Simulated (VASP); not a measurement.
Runs of VASP 6.6.1 on SnS2. The structure is that of space group P-3m1 (No. 164), or close to it. The cells are those of the table. 

```csv
cell,gap on the mesh (eV),pressure (GPa),largest force (eV/Å)
"a = 3.663, b = 3.663, c = 5.907 Å, angles 90.0, 90.0, 120.0°, 3 atoms",1.26,-2.2,0.21
"a = 3.565, b = 3.565, c = 5.748 Å, angles 90.0, 90.0, 120.0°, 3 atoms",1.42,(b),0.62
"a = 3.687, b = 3.687, c = 5.945 Å, angles 90.0, 90.0, 120.0°, 3 atoms",1.22,-3.6,0.38
"a = 3.615, b = 3.615, c = 5.829 Å, angles 90.0, 90.0, 120.0°, 3 atoms",(c),(a),0.17
"a = 3.590, b = 3.590, c = 5.789 Å, angles 90.0, 90.0, 120.0°, 3 atoms",1.38,3.1,0.39
```

Alike in all rows: task single point; level LDA; potentials or basis VASP PAW LDA potentials, release 64 (Sn_d, S); no spin polarisation; k mesh 5 × 5 × 3; cutoff (eV) 500; smearing gaussian 0.01 eV.

Question: Estimate the missing entries.

Answer: (a) 1.1; (b) 5.3; (c) 1.34.

Caveats: spin-orbit coupling is left out, which moves the levels of the heavy elements; an odd mesh through Γ misses points on the zone boundary, where band edges can lie; the cell stands under pressure (at least some runs); the cell stands under tension (at least some runs).

A k mesh can miss the band edges, and the runs leave out spin-orbit coupling on Sn.
